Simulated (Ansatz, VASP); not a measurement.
## MgO: VASP beside Ansatz

Contents of POSCAR:

```
MgO
1.0
    0.0000000000      2.1021680266      2.1021680266
    2.1021680266      0.0000000000      2.1021680266
    2.1021680266      2.1021680266      0.0000000000
Mg O
1 1
Direct
    0.0000000000      0.0000000000      0.0000000000
    0.5000000000      0.5000000000      0.5000000000
```

Contents of INCAR.step1:

```
PREC = Accurate
ENCUT = 750
ISMEAR = 0
SIGMA = 0.01
LREAL = False
LASPH = True
NELM = 120
NBANDS = 15
GGA = PE
ALGO = Normal
EDIFF = 1E-5
LWAVE = True
LCHARG = False
GGA_COMPAT = False
```

The input INCAR.step2:

```
PREC = Accurate
ENCUT = 750
EDIFF = 1E-6
ISMEAR = 0
SIGMA = 0.01
LREAL = False
LASPH = True
NELM = 120
ALGO = Normal
ISIF = 2
LWAVE = False
LCHARG = False
METAGGA = R2SCAN
LMIXTAU = True
NBANDS = 15
ISTART = 1
GGA_COMPAT = False
```

Contents of KPOINTS:

```
Automatic mesh
0
Gamma
  8 8 8
```

Input for Ansatz:

```yaml
crystal:
  lattice:
    - [0.0, 2.1021680266, 2.1021680266]
    - [2.1021680266, 0.0, 2.1021680266]
    - [2.1021680266, 2.1021680266, 0.0]
  atoms:
    - { symbol: Mg, position: [0.0, 0.0, 0.0] }
    - { symbol: O, position: [0.5, 0.5, 0.5] }
kpoints:
  mp_grid: { grid: [8, 8, 8] }
hamiltonian:
  xc: r2scan
scf:
  occupations: { method: fixed }
  n_extra_bands: 4
output:
  forces: true
  stress: true
  eigenvalues: true
```

Alike in both runs: task single point; functional r2SCAN; k mesh 8 × 8 × 8; no spin polarisation.

```csv
,VASP,Ansatz
version,VASP 6.6.1,Ansatz 0.2.0
potentials or method,"VASP PAW PBE potentials, release 64 (Mg_sv, O)","plane waves, PAW"
plane-wave cutoff (eV),750,500
occupations,"gaussian, width 0.01 eV",fixed
valence electrons in the cell,16,16
```

Ansatz gave:

```
gap on the k mesh at the Fermi level (eV) : 5.68
pressure (GPa)                            : 0.0
```

Problem. Which values does VASP return?

Solution. gap on the k mesh at the Fermi level (eV): 5.70; pressure (GPa): 0.0.

VASP's potentials were made for PBE, not for r2SCAN.
